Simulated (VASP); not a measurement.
A run of VASP 6.6.1 is set up as follows.

The input POSCAR:

```
Cr
1.0
    2.9731611757      0.0000000000      0.0000000000
   -1.4865805878      2.5748331077      0.0000000000
    0.0000000000      0.0000000000      4.0394227410
Cr
2
Direct
    0.3333333333      0.6666666667      0.2500000000
    0.6666666667      0.3333333333      0.7500000000
```

INCAR.step1

```
PREC = Accurate ; ENCUT = 520
ISMEAR = -1 ; SIGMA = 0.05
LREAL = F ; LASPH = T
NELM = 150 ; ISPIN = 2
MAGMOM = 3.096 -3.096 ; LMAXMIX = 4
NBANDS = 23 ; GGA = PE
ALGO = Normal ; EDIFF = 1E-4
LWAVE = T ; LCHARG = F
```

The input INCAR.step2:

```
PREC = Accurate ; ENCUT = 520
EDIFF = 1E-6 ; ISMEAR = -1
SIGMA = 0.05 ; LREAL = F
LASPH = T ; NELM = 150
ALGO = Normal ; ISIF = 2
LWAVE = F ; LCHARG = T
ISPIN = 2 ; MAGMOM = 3.096 -3.096
LORBIT = 11 ; LMAXMIX = 4
METAGGA = R2SCAN ; LMIXTAU = T
LELF = T ; LVHAR = T
NBANDS = 23 ; ISTART = 1
```

The input KPOINTS:

```
Automatic mesh
0
Gamma
  14 14 9
```

Potentials or basis: VASP PAW PBE potentials, release 64 (Cr_pv).

Command:

```sh
$ cat potpaw_PBE.64/Cr_pv/POTCAR > POTCAR
$ cp INCAR.step1 INCAR
$ mpirun -np 1 vasp_std > vasp.out
$ cp INCAR.step2 INCAR
$ mpirun -np 1 vasp_std > vasp.out
```

Task: What does it give for the site moments?

Result: Cr +3.34, -3.34 μB.

Task: Estimate the band gap on the k mesh.

Result: Zero (filled and empty bands overlap).

Task: What does it give for the pressure?

Result: -2.3 GPa.

Stress tensor (GPa, compression positive):
```
-2.02  0.00  0.00
 0.00 -2.02  0.00
 0.00  0.00 -2.81
```

Caveat: the PAW data sets were made with another functional, which shifts forces and pressure a little.
